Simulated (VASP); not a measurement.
## TaN (rocksalt type): single point with PBE

Crystal: TaN (rocksalt type).

```
CELL_PARAMETERS angstrom
0.00000 2.05020 2.05020
2.05020 0.00000 2.05020
2.05020 2.05020 0.00000
ATOMIC_POSITIONS crystal
Ta 0.00000 0.00000 0.00000
N 0.50000 0.50000 0.50000
```

This cell differs from its parent crystal: volume scaled by 0.8.

- Program: VASP 6.6.1
- Task: single point
- Functional: PBE
- Potentials or basis: VASP PAW PBE potentials, release 64 (Ta_pv, N)
- Cutoff: 520 eV
- k mesh: 15 × 15 × 15
- Occupations: fermi-dirac, width 0.08 eV
- Spin: no spin polarisation
- Dipole correction: no
- Further INCAR settings: ALGO = Normal; EDIFF = 1e-06; NBANDS = 15

The pressure is 122.7 GPa and the band gap on the k mesh is zero (band 8 reaches 14.55 eV, above the bottom of band 9 at 9.30 eV).

Levels at points of the mesh, in eV from the Fermi level:
| k point | band 6 | band 7 | band 8 | band 9 | band 10 | band 11 |
| --- | --- | --- | --- | --- | --- | --- |
| (0.00, 0.00, 0.00) | -4.42 | -4.42 | -2.77 | -2.77 | -2.77 | 0.11 |

It took 82 s on 1 thread of AMD EPYC 7R13, with other jobs on the host, peak memory 0.13 GiB.

Caveat: spin-orbit coupling is left out, which moves the levels of the heavy elements.
